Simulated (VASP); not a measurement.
# TaN: relaxation of cell and atoms with PBE

Crystal: TaN.

```xyz
2
Lattice="1.4684 2.5433 0.0000 -1.4684 2.5433 0.0000 0.0000 0.0000 2.8817" Properties=species:S:1:pos:R:3 pbc="T T T"
N     0.0000    0.0000    0.0000
Ta   -0.0001    1.6956    1.4409
```

```json
{
  "Program": "VASP 6.6.1",
  "Task": "relaxation of cell and atoms",
  "Functional": "PBE",
  "Potentials or basis": "VASP PAW PBE potentials, release 64 (N, Ta_pv)",
  "Cutoff": "600 eV",
  "k mesh": "12 × 12 × 10",
  "Occupations": "fermi-dirac, width 0.02 eV",
  "Spin": "no spin polarisation",
  "Dipole correction": "no",
  "Further INCAR settings": "ALGO = Normal; EDIFF = 1e-06; IBRION = 2; EDIFFG = -0.01; NSW = 80; ISIF = 3"
}
```

- Relaxed volume: 10.94 Å³/atom
- Relaxed cell: a = 2.951 Å, b = 2.951 Å, c = 2.900 Å, α = 90.00°, β = 90.00°, γ = 60.00°
- Space group after relaxing (to 0.1 Å): P-6m2 (No. 187)
- Energy gained by relaxing: 3.2 meV/atom
- Ionic steps: 4
- Pressure after relaxing: 0.0 GPa
- Band gap on the k mesh: zero (bands 8 and 9 overlap by 0.50 eV)

Stress tensor (GPa, compression positive):
```
 0.07  0.00  0.00
 0.00  0.07  0.00
 0.00  0.00 -0.04
```

Step by step:
```
step  energy change (eV)  largest force (eV/Å)  pressure (GPa)  volume (Å³)
   1              0.0000                0.0023            5.77        21.52
   2              0.0289                0.0005          -12.27        22.75
   3             -0.0063                0.0013           -0.06        21.88
   4             -0.0063                0.0013            0.04        21.87
```

Final structure:
```
N Ta
1.0
     1.47570    2.55599    0.00000
    -1.47571    2.55599    0.00000
     0.00000    0.00000    2.89967
N Ta
1 1
Direct
  0.99999 0.00001 0.00000
  0.33331 0.33339 0.50000
```

Levels at points of the mesh, in eV from the Fermi level:
```tsv
k point	band 6	band 7	band 8	band 9	band 10	band 11
(0.00, 0.00, 0.00)	-4.59	-4.25	-3.02	2.00	3.40	3.41
(0.50, 0.00, 0.00)	-5.23	-3.52	-3.26	2.85	3.84	5.02
(0.00, 0.50, 0.00)	-5.23	-3.52	-3.26	2.85	3.84	5.02
(0.00, 0.00, 0.50)	-3.80	-3.79	-0.19	-0.19	2.24	3.19
(0.50, 0.00, 0.50)	-6.24	-5.70	-0.50	3.95	5.14	5.79
(0.00, 0.50, 0.50)	-6.24	-5.70	-0.50	3.95	5.14	5.79
```

It took 99 s on 1 thread of AMD EPYC 7R13 Processor (Zen 3), with other jobs on the host, peak memory 0.19 GiB.

Caveat: spin-orbit coupling is left out, which moves the levels of the heavy elements. PBE usually gives volumes a little too large and moduli too small.
